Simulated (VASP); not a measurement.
Input of a VASP 6.6.1 run:

Contents of INCAR:

```
SYSTEM = As
PREC     = Accurate       ! precision mode
ENCUT    = 520            ! plane-wave cutoff, eV
EDIFF    = 1E-6           ! SCF threshold, eV
ISMEAR   = -1             ! smearing method
SIGMA    = 0.08           ! smearing width, eV
LREAL    = .FALSE.        ! projectors in reciprocal space
LASPH    = .TRUE.         ! aspherical terms in the spheres
NELM     = 60             ! most SCF steps
ALGO     = Normal         ! electronic algorithm
ISIF     = 2              ! what is computed and relaxed
LWAVE    = .FALSE.        ! write WAVECAR
LCHARG   = .FALSE.        ! write CHGCAR
GGA      = PE             ! functional
NBANDS   = 12             ! bands
```

File KPOINTS:

```
regular mesh
0
G
  12 12 12
  0 0 0
```

The input POSCAR:

```
As
1.0
    0.0000000000      2.9020121572      2.9020121572
    2.9020121572      0.0000000000      2.9020121572
    2.9020121572      2.9020121572      0.0000000000
As
2
Direct
   -0.1250000000     -0.1250000000     -0.1250000000
    0.1250000000      0.1250000000      0.1250000000
```

Potentials or basis: VASP PAW PBE potentials, release 64 (As).

Command:

```console
$ cat potpaw_PBE.64/As/POTCAR > POTCAR
$ mpirun -np 1 vasp_std > vasp.out
```

(1) What does it give for the band gap on the k mesh?

(2) Estimate the pressure.

## Answers

(1) zero (band 5 reaches 5.71 eV, above the bottom of band 6 at 3.43 eV).

(2) 9.6 GPa.
